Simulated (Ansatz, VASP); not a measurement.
TeW: VASP beside Ansatz

The input INCAR:

```
PREC = Accurate
ENCUT = 520
EDIFF = 1E-6
ISMEAR = 0
SIGMA = 0.1
LREAL = False
LASPH = True
NELM = 150
ALGO = Normal
ISIF = 2
LWAVE = False
LCHARG = False
ISPIN = 2
MAGMOM = 1 -1 0 0
LORBIT = 11
LMAXMIX = 4
GGA = PE
NBANDS = 32
```

File KPOINTS:

```
Automatic mesh
0
Gamma
  14 14 7
```

POSCAR

```
TeW
1.0
    0.0000000000      2.8320154610      2.8320154610
    5.6640309220      2.8320154610      2.8320154610
    5.6640309220      5.6640309220      0.0000000000
W Te
2 2
Direct
    1.0000000000      0.0000000000      0.0000000000
    1.0000000000      0.0000000000      0.5000000000
    0.5000000000      0.5000000000      0.0000000000
    0.5000000000      0.5000000000      0.5000000000
```

Input for Ansatz:

```yaml
crystal:
  lattice:
    - [0.0, 2.832015461, 2.832015461]
    - [5.664030922, 2.832015461, 2.832015461]
    - [5.664030922, 5.664030922, 0.0]
  atoms:
    - { symbol: W, position: [1.0, 0.0, 0.0], spin: 1.0 }
    - { symbol: Te, position: [0.5, 0.5, 0.0] }
    - { symbol: W, position: [1.0, 0.0, 0.5], spin: -1.0 }
    - { symbol: Te, position: [0.5, 0.5, 0.5] }
basis:
  ecutwfc: 420
kpoints:
  mp_grid: { grid: [14, 14, 7] }
hamiltonian:
  xc: pbe
scf:
  occupations: { method: gaussian, width: 0.1 }
  lower_state_search: "off"
output:
  forces: true
  stress: true
  eigenvalues: true
  populations: true
magnetization:
  spin_polarized: true
```

Alike in both runs: task single point; functional PBE; k mesh 14 × 14 × 7; occupations gaussian, width 0.1 eV; collinear spin.

|  | VASP | Ansatz |
| --- | --- | --- |
| version | VASP 6.6.1 | Ansatz 0.2.0 |
| potentials or method | VASP PAW PBE potentials, release 64 (W_sv, Te), cutoff 520 eV | scalar-relativistic, plane waves, PAW |
| valence electrons in the cell | 40 | 60 |

Ansatz gave:

- gap on the k mesh at the Fermi level (eV): none
- pressure (GPa): 1.4
- net moment per atom (μB): 0.00
- size of the moment on the site where the two differ most (μB): 1.76

**Question.** Estimate VASP's values.

**Answer.** gap on the k mesh at the Fermi level (eV): none; pressure (GPa): 1.4; net moment per atom (μB): 0.00; size of the moment on the site where the two differ most (μB): 1.86.

Site moments also hang on the region over which each program counts them. A gap of «none» marks a metal or a gap that the smearing closes. The functional is the same, so the differences come from potentials, cutoffs and numerics. VASP's potentials hold 40 valence electrons a cell and Ansatz's 60, so a difference there can come from the potentials and not from the codes.

Spin-orbit coupling is off throughout.
